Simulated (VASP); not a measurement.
# Sn (Fd-3m) in VASP: single point with LDA

Aim: the single point of Sn with LDA.

All numbers are computed with VASP 6.6.1; they aren't measurements. Logs are shortened: lines on timing, memory, paths and dates and some standing lists are left out, and cuts for length are marked.

**1. The cell of the first run**

It takes space group Fd-3m (No. 227, cubic). Conventional cell: a = 6.467 Å, b = 6.467 Å, c = 6.467 Å, α = 90.00°, β = 90.00°, γ = 90.00°. Within 3.7 Å of Sn (site symmetry -43m) lie 4 Sn at 2.80 Å.

This isn't the form of Sn at room conditions, which is tetragonal (white tin).

**2. Single point, LDA**

INCAR

```
SYSTEM = Sn
PREC = Accurate ; ENCUT = 500
EDIFF = 1E-6 ; ISMEAR = -1
SIGMA = 0.1 ; LREAL = .FALSE.
LASPH = .TRUE. ; NELM = 120
ALGO = Normal ; ISIF = 2
LWAVE = .FALSE. ; LCHARG = .FALSE.
NBANDS = 126 ; GGA_COMPAT = .FALSE.
```

KPOINTS

```
regular mesh
0
G
  2 2 2
  0 0 0
```

POSCAR

```
Sn
1.0
    0.0000000000      6.4666860000      6.4666860000
    6.4666860000      0.0000000000      6.4666860000
    6.4666860000      6.4666860000      0.0000000000
Sn
16
Direct
    0.0000000000      0.0000000000      0.0000000000
    0.1250000000      0.1250000000      0.1250000000
    0.0000000000      0.0000000000      0.5000000000
    0.1250000000      0.1250000000      0.6250000000
    0.0000000000      0.5000000000      0.0000000000
    0.1250000000      0.6250000000      0.1250000000
    0.0000000000      0.5000000000      0.5000000000
    0.1250000000      0.6250000000      0.6250000000
    0.5000000000      0.0000000000      0.0000000000
    0.6250000000      0.1250000000      0.1250000000
    0.5000000000      0.0000000000      0.5000000000
    0.6250000000      0.1250000000      0.6250000000
    0.5000000000      0.5000000000      0.0000000000
    0.6250000000      0.6250000000      0.1250000000
    0.5000000000      0.5000000000      0.5000000000
    0.6250000000      0.6250000000      0.6250000000
```

Potentials or basis: VASP PAW LDA potentials, release 64 (Sn_d).

The run is started by

```bash
$ cat potpaw_LDA.64/Sn_d/POTCAR > POTCAR
$ mpirun -np 1 vasp_std > vasp.out
```

OUTCAR:

```text
SYSTEM = Sn
   PREC = Accurate
   ENCUT = 500
   EDIFF = 1E-6
   ISMEAR = -1
   LREAL = .FALSE.
   LASPH = .TRUE.
   NELM = 120
   ISIF = 2

 ion  position               nearest neighbor table
   1  0.000  0.000  0.000-   2 2.80   4 2.80   6 2.80  10 2.80
   2  0.125  0.125  0.125-   1 2.80   3 2.80   5 2.80   9 2.80
   3  0.000  0.000  0.500-   4 2.80   2 2.80   8 2.80  12 2.80
   4  0.125  0.125  0.625-   3 2.80   1 2.80   7 2.80  11 2.80
   5  0.000  0.500  0.000-   6 2.80   2 2.80   8 2.80  14 2.80
   6  0.125  0.625  0.125-   5 2.80   1 2.80   7 2.80  13 2.80
[... 8 lines left out ...]
  15  0.500  0.500  0.500-  16 2.80  12 2.80  14 2.80   8 2.80
  16  0.625  0.625  0.625-  15 2.80  11 2.80  13 2.80   7 2.80

  LATTYP: Found a face centered cubic cell.
 ALAT       =    12.9333720000

  Lattice vectors:

 A1 = (   0.0000000000,   6.4666860000,   6.4666860000)
 A2 = (   6.4666860000,   0.0000000000,   6.4666860000)
 A3 = (   6.4666860000,   6.4666860000,   0.0000000000)

Analysis of symmetry for initial positions (statically):
=====================================================================
 Subroutine PRICEL returns following result:

  LATTYP: Found a face centered cubic cell.
 ALAT       =     6.4666860000

  Lattice vectors:

 A1 = (   0.0000000000,   3.2333430000,   3.2333430000)
 A2 = (   3.2333430000,   0.0000000000,   3.2333430000)
 A3 = (   3.2333430000,   3.2333430000,   0.0000000000)

   8 primitive cells build up your supercell.

 Routine SETGRP: Setting up the symmetry group for a
 face centered cubic supercell.

 Subroutine GETGRP returns: Found 48 space group operations
 (whereof 24 operations were pure point group operations)
 out of a pool of 48 trial point group operations.

The static configuration has the point symmetry T_d .
 The point group associated with its full space group is O_h .

Analysis of symmetry for dynamics (positions and initial velocities):
=====================================================================
 Subroutine PRICEL returns following result:

  LATTYP: Found a face centered cubic cell.
 ALAT       =     6.4666860000

  Lattice vectors:

 A1 = (   0.0000000000,   3.2333430000,   3.2333430000)
 A2 = (   3.2333430000,   0.0000000000,   3.2333430000)
 A3 = (   3.2333430000,   3.2333430000,   0.0000000000)

   8 primitive cells build up your supercell.

 Routine SETGRP: Setting up the symmetry group for a
 face centered cubic supercell.

 Subroutine GETGRP returns: Found 48 space group operations
 (whereof 24 operations were pure point group operations)
 out of a pool of 48 trial point group operations.

The dynamic configuration has the point symmetry T_d .
 The point group associated with its full space group is O_h .

 Subroutine INISYM returns: Found 48 space group operations
 (whereof 24 operations are pure point group operations),
 and found     8 'primitive' translations

----------------------------------------------------------------------------------------

                                     Primitive cell

  volume of cell :      67.6060

  direct lattice vectors                    reciprocal lattice vectors
     0.000000000  3.233343000  3.233343000    -0.154638713  0.154638713  0.154638713
     3.233343000  0.000000000  3.233343000     0.154638713 -0.154638713  0.154638713
     3.233343000  3.233343000  0.000000000     0.154638713  0.154638713 -0.154638713

  length of vectors
     4.572637522  4.572637522  4.572637522     0.267842108  0.267842108  0.267842108

  position of ions in fractional coordinates (direct lattice)
     0.000000000  0.000000000  0.000000000
     0.250000000  0.250000000  0.250000000

  ion indices of the primitive-cell ions
   primitive index   ion index
                 1           1
                 2           2

----------------------------------------------------------------------------------------

 KPOINTS: regular mesh

Automatic generation of k-mesh.
 Grid dimensions read from file:
 generate k-points for:    2    2    2

 Generating k-lattice:

  Cartesian coordinates                     Fractional coordinates (reciprocal lattice)
    -0.038659678  0.038659678  0.038659678     0.500000000  0.000000000  0.000000000
     0.038659678 -0.038659678  0.038659678     0.000000000  0.500000000  0.000000000
     0.038659678  0.038659678 -0.038659678     0.000000000  0.000000000  0.500000000

  Length of vectors
     0.066960527  0.066960527  0.066960527

  Shift w.r.t. Gamma in fractional coordinates (k-lattice)
     0.000000000  0.000000000  0.000000000

 Subroutine IBZKPT returns following result:
 ===========================================

 Found      3 irreducible k-points:

 Following reciprocal coordinates:
            Coordinates               Weight
  0.000000  0.000000  0.000000      1.000000
  0.500000  0.000000  0.000000      4.000000
  0.500000  0.500000  0.000000      3.000000
   k-points           NKPTS =      3   k-points in BZ     NKDIM =      3   number of bands    NBANDS=    126
   number of dos      NEDOS =    301   number of ions     NIONS =     16
   total plane-waves  NPLWV = 343000
   dimension x,y,z NGX =    70 NGY =   70 NGZ =   70
   dimension x,y,z NGXF=   140 NGYF=  140 NGZF=  140
   ions per type =              16
   NGX,Y,Z   is equivalent  to a cutoff of  12.72, 12.72, 12.72 a.u.
   NGXF,Y,Z  is equivalent  to a cutoff of  25.45, 25.45, 25.45 a.u.
 SYSTEM =  Sn
   PREC   = accura    normal or accurate (medium, high low for compatibility)
   ISTART =      0    job   : 0-new  1-cont  2-samecut
   ICHARG =      2    charge: 1-file 2-atom 10-const
   ISPIN  =      1    spin polarized calculation?
   LNONCOLLINEAR =      F non collinear calculations
   LSORBIT =      F    spin-orbit coupling
   LASPH  =      T    aspherical Exc in radial PAW
   ENCUT  =  500.0 eV  36.75 Ry    6.06 a.u.  16.67 16.67 16.67*2*pi/ulx,y,z
   NELM   =    120;   NELMIN=  2; NELMDL= -5     # of ELM steps
   EDIFF  = 0.1E-05   stopping-criterion for ELM
   LREAL  =      F    real-space projection
   EDIFFG = 0.1E-04   stopping-criterion for IOM
   NSW    =      0    number of steps for IOM
   IBRION =     -1    ionic relax: 0-MD 1-quasi-New 2-CG
   NFREE  =      0    steps in history (QN), initial steepest desc. (CG)
   ISIF   =      2    stress and relaxation
   ISYM   =      2    0-nonsym 1-usesym 2-fastsym
   POTIM  = 0.5000    time-step for ionic-motion
   TEBEG  =    0.0;   TEEND  =   0.0 temperature during run
   PSTRESS=    0.0 pullay stress
   NELECT =     224.0000    total number of electrons
   NUPDOWN=      -1.0000    fix difference up-down
   EMIN   =  10.00;   EMAX   =-10.00  energy-range for DOS
   EFERMI =   0.00;   METHOD = LEGACY
   ISMEAR =    -1;   SIGMA  =   0.10  broadening in eV -4-tet -1-fermi 0-gaus
   EFERMI_NEDOS =   21; number of points for ismear=-14 and -15
   IALGO  =     38    algorithm
   IMIX   =      4    mixing-type and parameters
     AMIX     =   0.40;   BMIX     =  1.00
     AMIX_MAG =   1.60;   BMIX_MAG =  1.00
  volume/ion in A,a.u.               =      33.80       228.11
  Fermi-wavevector in a.u.,A,eV,Ry     =   1.220298  2.306028 20.260790  1.489126
  Thomas-Fermi vector in A             =   2.355520
   LORBIT       =      0    0 simple, 1 ext, 2 COOP (PROOUT), +10 PAW based schemes
   GGA     = CA    functional components
   LHFCALC =     F    Hartree Fock is set to
   AEXX    =    0.0000 exact exchange contribution
   IVDW    =     0    specifies the selected vdW correction
   LEPSILON=     F    determine dielectric tensor
   LRPA    =     F    only Hartree local field effects (RPA)
 non-spin polarized calculation
  energy-cutoff  :      500.00
  volume of cell :      540.85
 maximum number of plane-waves:     13803
 NGX is ok and might be reduce to    70
   NGX = 33   NGY = 33   NGZ = 33

 number of electron     223.9999991 magnetization

 Free energy of the ion-electron system (eV)
  ---------------------------------------------------
  ext. energy  EPLUGINS =         0.00000000
  ---------------------------------------------------
  free energy    TOTEN  =       -70.00557764 eV

  energy without entropy =      -69.88508757  energy(sigma->0) =      -69.94533261

 E-fermi :   5.3830     XC(G=0):  -9.2258

 val. band max:        4.8299850807   @ k =   0.5000   0.0000   0.0000
 cond. band min:       5.4215913202   @ k =   0.0000   0.0000   0.0000
 fundamental gap:      0.5916062395
 Fermi energy:         5.3830167041

 k-point     1 :       0.0000    0.0000    0.0000
  band No.  band energies     occupation
      1     -16.1632      2.00000
      2     -16.1632      2.00000
      3     -16.1632      2.00000
      4     -16.1632      2.00000
      5     -16.1632      2.00000
      6     -16.1632      2.00000
[... 116 lines left out ...]
    123       6.2444      0.00036
    124       7.6459      0.00000

 k-point     2 :       0.5000    0.0000    0.0000
  band No.  band energies     occupation
      1     -16.1781      2.00000
      2     -16.1781      2.00000
      3     -16.1781      2.00000
      4     -16.1781      2.00000
      5     -16.1781      2.00000
      6     -16.1781      2.00000
[... 116 lines left out ...]
    123       8.5536      0.00000
    124       8.5538      0.00000

 k-point     3 :       0.5000    0.5000    0.0000
  band No.  band energies     occupation
      1     -16.1816      2.00000
      2     -16.1816      2.00000
      3     -16.1816      2.00000
      4     -16.1816      2.00000
      5     -16.1714      2.00000
      6     -16.1714      2.00000
[... 116 lines left out ...]
    123       8.8998      0.00000
    124       8.8999      0.00000
 [bands above 124 left out]

------------------------ aborting loop because EDIFF is reached ----------------------------------------

  FORCE on cell =-STRESS in cart. coord.  units (eV):
  Direction    XX          YY          ZZ          XY          YZ          ZX
  --------------------------------------------------------------------------------------
  -------------------------------------------------------------------------------------
  Total        2.7187288      2.7187288      2.7187288      0.0000000      0.0000000      0.0000000
  in kB        8.0538058      8.0538058      8.0538058      0.0000000      0.0000000      0.0000000
  external PRESSURE =       8.0538058 kB  Pullay stress =       0.0000000 kB

 VOLUME and BASIS-vectors are now :
 -----------------------------------------------------------------------------
  energy-cutoff  :      500.00
  volume of cell :      540.85
      direct lattice vectors                 reciprocal lattice vectors
     0.000000000  6.466686000  6.466686000    -0.077319356  0.077319356  0.077319356
     6.466686000  0.000000000  6.466686000     0.077319356 -0.077319356  0.077319356
     6.466686000  6.466686000  0.000000000     0.077319356  0.077319356 -0.077319356

 POSITION                                       TOTAL-FORCE (eV/Angst)
 -----------------------------------------------------------------------------------
      0.00000      0.00000      0.00000         0.000000      0.000000      0.000000
      1.61667      1.61667      1.61667        -0.000000     -0.000000     -0.000000
      3.23334      3.23334      0.00000        -0.000000      0.000000      0.000000
      4.85001      4.85001      1.61667         0.000000      0.000000     -0.000000
      3.23334      0.00000      3.23334         0.000000      0.000000      0.000000
      4.85001      1.61667      4.85001        -0.000000     -0.000000     -0.000000
[... 8 lines left out ...]
      6.46669      6.46669      6.46669         0.000000     -0.000000      0.000000
      8.08336      8.08336      8.08336        -0.000000      0.000000     -0.000000
 -----------------------------------------------------------------------------------
    total drift:                               -0.000002     -0.000002     -0.000001

  FREE ENERGIE OF THE ION-ELECTRON SYSTEM (eV)
  ---------------------------------------------------
  free  energy   TOTEN  =       -70.0055776429 eV

  energy  without entropy=      -69.8850875743  energy(sigma->0) =      -69.94533261
```

Run time: 2.8 min. Hardware: 1 thread of Intel Xeon 6975P-C (Granite Rapids), shared host; peak memory 0.53 GiB.

Results:

| Item | Value |
| --- | --- |
| Free energy | -70.0056 eV |
| Pressure | 0.8 GPa |
| Band gap on the k mesh | zero (filled and empty bands touch) |

Caveat: the k points lie up to 0.42 Å⁻¹ apart; spin-orbit coupling is left out, which moves the levels of the heavy elements.
